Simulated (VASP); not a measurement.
# GeS3 (Im-3m) in VASP: notebook

Runs on GeS3. Level: PBE. Tasks: single point, relaxation of cell and atoms.

All numbers are computed with VASP 6.6.1; they aren't measurements. Logs are shortened: lines on timing, memory, paths and dates and some standing lists are left out, and cuts for length are marked.

**1. The cell of the first run**

Symmetry: Im-3m, No. 229, cubic system. The conventional cell has a = 5.318 Å, b = 5.318 Å, c = 5.318 Å, α = 90.00°, β = 90.00°, γ = 90.00°. Ge (site symmetry m-3m) has 6 S at 2.66 Å within 3.5 Å. Within 3.5 Å of S (site symmetry 4/mmm) lie 2 Ge at 2.66 Å and 4 S at 2.66 Å.

**2. Single point, PBE**

INCAR reads:

```
SYSTEM = GeS3
  PREC = Accurate
  ENCUT = 520
  EDIFF = 1E-6
  ISMEAR = 0
  SIGMA = 0.1
  LREAL = .False.
  LASPH = .True.
  NELM = 60
  ALGO = Normal
  ISIF = 2
  LWAVE = .False.
  LCHARG = .False.
  GGA = PE
  NBANDS = 24
```

KPOINTS reads:

```
regular mesh
0
Gamma
  4 4 4
  0 0 0
```

POSCAR reads:

```
GeS3
1.0
   -2.6588527771      2.6588527771      2.6588527771
    2.6588527771     -2.6588527771      2.6588527771
    2.6588527771      2.6588527771     -2.6588527771
Ge S
1 3
Direct
    0.0000000000      0.0000000000      0.0000000000
    0.0000000000      0.5000000000      0.5000000000
    0.5000000000      0.0000000000      0.5000000000
    0.5000000000      0.5000000000      0.0000000000
```

Potentials or basis: VASP PAW PBE potentials, release 64 (Ge_d, S).

Command:

```bash
cat potpaw_PBE.64/Ge_d/POTCAR potpaw_PBE.64/S/POTCAR > POTCAR
mpirun -np 1 vasp_std > vasp.out
```

OUTCAR:

```text
SYSTEM = GeS3
   PREC = Accurate
   ENCUT = 520
   EDIFF = 1E-6
   ISMEAR = 0
   LREAL = .False.
   LASPH = .True.
   NELM = 60
   ISIF = 2
   GGA = PE

 ion  position               nearest neighbor table
   1  0.000  0.000  0.000-   2 2.66   3 2.66   4 2.66   2 2.66   3 2.66   4 2.66
   2  0.000  0.500  0.500-   1 2.66   3 2.66   4 2.66   1 2.66   4 2.66   3 2.66
   3  0.500  0.000  0.500-   1 2.66   2 2.66   4 2.66   4 2.66   1 2.66   2 2.66
   4  0.500  0.500  0.000-   1 2.66   2 2.66   3 2.66   3 2.66   2 2.66   1 2.66

  LATTYP: Found a body centered cubic cell.
 ALAT       =     5.3177055542

  Lattice vectors:

 A1 = (  -2.6588527771,   2.6588527771,   2.6588527771)
 A2 = (   2.6588527771,  -2.6588527771,   2.6588527771)
 A3 = (   2.6588527771,   2.6588527771,  -2.6588527771)

Analysis of symmetry for initial positions (statically):
=====================================================================
 Subroutine PRICEL returns:
 Original cell was already a primitive cell.

 Routine SETGRP: Setting up the symmetry group for a
 body centered cubic supercell.

 Subroutine GETGRP returns: Found 48 space group operations
 (whereof 48 operations were pure point group operations)
 out of a pool of 48 trial point group operations.

The static configuration has the point symmetry O_h .

Analysis of symmetry for dynamics (positions and initial velocities):
=====================================================================
 Subroutine PRICEL returns:
 Original cell was already a primitive cell.

 Routine SETGRP: Setting up the symmetry group for a
 body centered cubic supercell.

 Subroutine GETGRP returns: Found 48 space group operations
 (whereof 48 operations were pure point group operations)
 out of a pool of 48 trial point group operations.

The dynamic configuration has the point symmetry O_h .

 Subroutine INISYM returns: Found 48 space group operations
 (whereof 48 operations are pure point group operations),
 and found     1 'primitive' translations

----------------------------------------------------------------------------------------

                                     Primitive cell

  volume of cell :      75.1870

  direct lattice vectors                    reciprocal lattice vectors
    -2.658852777  2.658852777  2.658852777     0.000000000  0.188051029  0.188051029
     2.658852777 -2.658852777  2.658852777     0.188051029  0.000000000  0.188051029
[... 72 lines left out ...]
   EDIFF  = 0.1E-05   stopping-criterion for ELM
   LREAL  =      F    real-space projection
   EDIFFG = 0.1E-04   stopping-criterion for IOM
   NSW    =      0    number of steps for IOM
   IBRION =     -1    ionic relax: 0-MD 1-quasi-New 2-CG
   NFREE  =      0    steps in history (QN), initial steepest desc. (CG)
   ISIF   =      2    stress and relaxation
   ISYM   =      2    0-nonsym 1-usesym 2-fastsym
   POTIM  = 0.5000    time-step for ionic-motion
   TEBEG  =    0.0;   TEEND  =   0.0 temperature during run
   PSTRESS=    0.0 pullay stress
   NELECT =      32.0000    total number of electrons
   NUPDOWN=      -1.0000    fix difference up-down
   EMIN   =  10.00;   EMAX   =-10.00  energy-range for DOS
   EFERMI =   0.00;   METHOD = LEGACY
   ISMEAR =     0;   SIGMA  =   0.10  broadening in eV -4-tet -1-fermi 0-gaus
   EFERMI_NEDOS =   21; number of points for ismear=-14 and -15
   IALGO  =     38    algorithm
   IMIX   =      4    mixing-type and parameters
     AMIX     =   0.40;   BMIX     =  1.00
     AMIX_MAG =   1.60;   BMIX_MAG =  1.00
  volume/ion in A,a.u.               =      18.80       126.85
  Fermi-wavevector in a.u.,A,eV,Ry     =   1.231432  2.327070 20.632221  1.516425
  Thomas-Fermi vector in A             =   2.366242
   LORBIT       =      0    0 simple, 1 ext, 2 COOP (PROOUT), +10 PAW based schemes
   GGA     = PE    functional components
   LHFCALC =     F    Hartree Fock is set to
   AEXX    =    0.0000 exact exchange contribution
   IVDW    =     0    specifies the selected vdW correction
   LEPSILON=     F    determine dielectric tensor
   LRPA    =     F    only Hartree local field effects (RPA)
 non-spin polarized calculation
 Gauss-broadening in eV      SIGMA  =   0.10
  energy-cutoff  :      520.00
  volume of cell :       75.19
 maximum number of plane-waves:      2038
 NGX is ok and might be reduce to    36
   NGX = 17   NGY = 17   NGZ = 17

 number of electron      31.9999997 magnetization

 Free energy of the ion-electron system (eV)
  ---------------------------------------------------
  ext. energy  EPLUGINS =         0.00000000
  ---------------------------------------------------
  free energy    TOTEN  =       -15.64163715 eV

  energy without entropy =      -15.63459201  energy(sigma->0) =      -15.63811458

 E-fermi :   6.4752     XC(G=0): -10.3779

 val. band max:        6.3659932268   @ k =   0.2500   0.0000   0.0000
 cond. band min:       6.6072027385   @ k =   0.5000   0.0000   0.0000
 fundamental gap:      0.2412095117
 Fermi energy:         6.4751602332

 k-point     1 :       0.0000    0.0000    0.0000
  band No.  band energies     occupation
      1     -18.7005      2.00000
      2     -18.7005      2.00000
      3     -18.6900      2.00000
      4     -18.6900      2.00000
      5     -18.6899      2.00000
      6      -9.6983      2.00000
[... 205 lines left out ...]
     23      12.4755      0.00000
     24      12.4755      0.00000

------------------------ aborting loop because EDIFF is reached ----------------------------------------

  FORCE on cell =-STRESS in cart. coord.  units (eV):
  Direction    XX          YY          ZZ          XY          YZ          ZX
  --------------------------------------------------------------------------------------
  -------------------------------------------------------------------------------------
  Total       -0.1395750     -0.1395750     -0.1395750      0.0000000      0.0000000     -0.0000000
  in kB       -2.9742357     -2.9742357     -2.9742357      0.0000000      0.0000000     -0.0000000
  external PRESSURE =      -2.9742357 kB  Pullay stress =       0.0000000 kB

 VOLUME and BASIS-vectors are now :
 -----------------------------------------------------------------------------
  energy-cutoff  :      520.00
  volume of cell :       75.19
      direct lattice vectors                 reciprocal lattice vectors
    -2.658852777  2.658852777  2.658852777     0.000000000  0.188051029  0.188051029
     2.658852777 -2.658852777  2.658852777     0.188051029  0.000000000  0.188051029
     2.658852777  2.658852777 -2.658852777     0.188051029  0.188051029  0.000000000

 POSITION                                       TOTAL-FORCE (eV/Angst)
 -----------------------------------------------------------------------------------
      0.00000      0.00000      0.00000         0.000000      0.000000     -0.000000
      2.65885      0.00000      0.00000        -0.000000      0.000000     -0.000000
      0.00000      2.65885      0.00000         0.000000     -0.000000     -0.000000
      0.00000      0.00000      2.65885         0.000000      0.000000      0.000000
 -----------------------------------------------------------------------------------
    total drift:                                0.000000     -0.000000     -0.000000

  FREE ENERGIE OF THE ION-ELECTRON SYSTEM (eV)
  ---------------------------------------------------
  free  energy   TOTEN  =       -15.6416371545 eV

  energy  without entropy=      -15.6345920062  energy(sigma->0) =      -15.63811458
```

OSZICAR:

```text
N       E                     dE             d eps       ncg     rms          rms(c)
DAV:   1     0.241936321981E+03    0.24194E+03   -0.14849E+04   488   0.231E+03
DAV:   2     0.168158457992E+02   -0.22512E+03   -0.21063E+03   472   0.655E+02
DAV:   3    -0.143037073475E+02   -0.31120E+02   -0.30649E+02   488   0.122E+02
DAV:   4    -0.156651136610E+02   -0.13614E+01   -0.13605E+01   472   0.285E+01
DAV:   5    -0.157054691707E+02   -0.40356E-01   -0.40354E-01   504   0.519E+00    0.136E+01
DAV:   6    -0.156440101645E+02    0.61459E-01   -0.74797E-02   568   0.247E+00    0.817E+00
DAV:   7    -0.156423414934E+02    0.16687E-02   -0.71289E-02   464   0.153E+00    0.474E-01
DAV:   8    -0.156414186095E+02    0.92288E-03   -0.96928E-03   528   0.948E-01    0.136E-01
DAV:   9    -0.156415508317E+02   -0.13222E-03   -0.72823E-04   456   0.215E-01    0.544E-02
DAV:  10    -0.156416292573E+02   -0.78426E-04   -0.85761E-05   464   0.631E-02    0.131E-02
DAV:  11    -0.156416366950E+02   -0.74377E-05   -0.12352E-05   480   0.429E-02    0.608E-03
DAV:  12    -0.156416371545E+02   -0.45951E-06   -0.21013E-06   376   0.116E-02
   1 F= -.15641637E+02 E0= -.15638115E+02  d E =-.704515E-02
```

stdout:

```text
POSCAR found type information on POSCAR GeS
 POSCAR found :  2 types and       4 ions
 scaLAPACK will be used
 LDA part: xc-table for (Slater+PW92), standard interpolation
 POSCAR, INCAR and KPOINTS ok, starting setup
 FFT: planning ... GRIDC
 FFT: planning ... GRID_SOFT
 FFT: planning ... GRID
 WAVECAR not read
 entering main loop
```

Wall time 22 s (1 thread of Intel Xeon 8259CL, shared host); peak memory 0.2 GiB.

What came out:

```
Free energy            : -15.6416 eV
Pressure               : -0.3 GPa
Band gap on the k mesh : zero (band 16 reaches 8.64 eV, above the bottom of band 17 at 4.05 eV)
```

Caveat: the k points lie up to 0.42 Å⁻¹ apart.

[end of part 1 of 3]
